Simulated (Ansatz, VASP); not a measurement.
H in VASP and in Ansatz

```xyz
2
Lattice="-1.7540 1.7540 2.1829 1.7540 -1.7540 2.1829 1.7540 1.7540 -2.1829" Properties=species:S:1:pos:R:3 pbc="T T T"
H     0.0000    0.0000    3.9861
H     0.0000    0.0000    0.3797
```

Alike in both runs: functional PBEsol; k mesh 14 × 14 × 14; occupations fermi-dirac, width 0.08 eV; no spin polarisation.

Ansatz relaxed the structure, and its values are those at the end. VASP's run is a single point on that final structure, the one shown.

```csv
,VASP,Ansatz
version,VASP 6.6.1,Ansatz 0.2.0
potentials or method,"VASP PAW PBE potentials, release 64 (H)","PAW with Ansatz's default frozen-core files, scalar-relativistic"
plane-wave cutoff (eV),520,420
valence electrons in the cell,2,2
```

VASP gave:

```
pressure (GPa) : -0.1
```

**Question.** What did Ansatz give for the same quantities?

**Answer.** Pressure (GPa): 0.0.

VASP's potentials were made for PBE, not for PBEsol.
